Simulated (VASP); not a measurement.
A run of VASP 6.6.1 is set up as follows.

Contents of POSCAR:

```
BiTe
1.0
    2.4227077728      1.3987509848      3.3172919545
   -2.4227077728      1.3987509848      3.3172919545
    0.0000000000     -2.7975019696      3.3172919545
Bi Te
1 1
Direct
    0.5000000000      0.5000000000      0.5000000000
    0.0000000000      0.0000000000      0.0000000000
```

File INCAR.step1:

```
SYSTEM = BiTe
  PREC = Accurate
  ENCUT = 520
  ISMEAR = -1
  SIGMA = 0.1
  LREAL = .FALSE.
  LASPH = .TRUE.
  NELM = 100
  NBANDS = 18
  GGA = PE
  ALGO = Normal
  EDIFF = 1E-4
  LWAVE = .TRUE.
  LCHARG = .FALSE.
```

Contents of INCAR.step2:

```
SYSTEM = BiTe
  PREC = Accurate
  ENCUT = 520
  EDIFF = 1E-6
  ISMEAR = -1
  SIGMA = 0.1
  LREAL = .FALSE.
  LASPH = .TRUE.
  NELM = 100
  ALGO = Normal
  ISIF = 2
  LWAVE = .FALSE.
  LCHARG = .TRUE.
  METAGGA = R2SCAN
  LMIXTAU = .TRUE.
  LELF = .TRUE.
  LVHAR = .TRUE.
  NBANDS = 18
  ISTART = 1
```

File KPOINTS:

```
regular mesh
0
G
  12 12 12
  0 0 0
```

Potentials or basis: VASP PAW PBE potentials, release 64 (Bi_d, Te).

Run with:

```bash
$ cat potpaw_PBE.64/Bi_d/POTCAR potpaw_PBE.64/Te/POTCAR > POTCAR
$ cp INCAR.step1 INCAR
$ mpirun -np 1 vasp_std > vasp.out
$ cp INCAR.step2 INCAR
$ mpirun -np 1 vasp_std > vasp.out
```

Problem. What does it give for the pressure?

Solution. -0.8 GPa.

Problem. Predict the band gap on the k mesh.

Solution. Zero (an odd number of electrons rules out a gap without spin polarisation).

Stress tensor (GPa, compression positive):
```
-0.89  0.00  0.00
 0.00 -0.89  0.00
 0.00  0.00 -0.51
```

Caveat: the PAW data sets were made with another functional, which shifts forces and pressure a little; spin-orbit coupling is left out, which moves the levels of the heavy elements.
